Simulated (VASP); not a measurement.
Input of a VASP 6.6.1 run:

The input INCAR:

```
SYSTEM = Hf
  PREC = Accurate
  ENCUT = 500
  EDIFF = 1E-6
  ISMEAR = -1
  SIGMA = 0.01
  LREAL = .False.
  LASPH = .True.
  NELM = 120
  ALGO = Normal
  ISIF = 2
  LWAVE = .False.
  LCHARG = .False.
  NBANDS = 22
  GGA_COMPAT = .False.
```

The input KPOINTS:

```
regular mesh
0
Gamma
  7 7 9
  0 0 0
```

POSCAR

```
Hf
1.0
    4.7410217458      0.0000000000      0.0000000000
   -2.3705108729      4.1058452718      0.0000000000
    0.0000000000      0.0000000000      2.9552397726
Hf
3
Direct
    0.6666666667      0.3333333333      0.5000000000
    0.3333333333      0.6666666667      0.5000000000
    0.0000000000      0.0000000000      0.0000000000
```

Potentials or basis: VASP PAW LDA potentials, release 64 (Hf_pv).

Launch:

```sh
$ cat potpaw_LDA.64/Hf_pv/POTCAR > POTCAR
$ mpirun -np 1 vasp_std > vasp.out
```

Predict the band gap on the k mesh.

zero (band 15 reaches 6.15 eV, above the bottom of band 16 at 5.24 eV).

What does it give for the pressure?

10.1 GPa.

Stress tensor (GPa, compression positive):
```
 9.99  0.00  0.00
 0.00  9.99  0.00
 0.00  0.00 10.42
```

Caveat: spin-orbit coupling is left out, which moves the levels of the heavy elements.
